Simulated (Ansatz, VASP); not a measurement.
# One calculation of HfO2, two programs

```
Hf O
1.0
     0.00000    2.55750    2.55750
     2.55750    0.00000    2.55750
     2.55750    2.55750    0.00000
Hf O
1 2
Direct
  0.00000 0.00000 0.00000
  0.25000 0.25000 0.25000
  0.75000 0.75000 0.75000
```

Alike in both runs: functional PBE; k mesh 10 × 10 × 10; occupations fermi-dirac, width 0.02 eV; no spin polarisation.

Ansatz relaxed the structure, and its values are those at the end. VASP's run is a single point on that final structure, the one shown.

```csv
,VASP,Ansatz
version,VASP 6.6.1,Ansatz 0.2.0
potentials or method,"VASP PAW PBE potentials, release 64 (Hf_pv, O)","plane-wave PAW, scalar-relativistic"
plane-wave cutoff (eV),520,420
valence electrons in the cell,22,38
```

Ansatz gave:

| Item | Value |
| --- | --- |
| gap on the k mesh at the Fermi level (eV) | 3.72 |
| pressure (GPa) | -2.5 |

Task: What did VASP give for the same quantities?

Result: gap on the k mesh at the Fermi level (eV): 3.73; pressure (GPa): -6.0.

VASP's potentials hold 22 valence electrons a cell and Ansatz's 38, so a difference there can come from the potentials and not from the codes. Ansatz's warnings: stress scf threshold loose.

Spin-orbit coupling is off throughout.
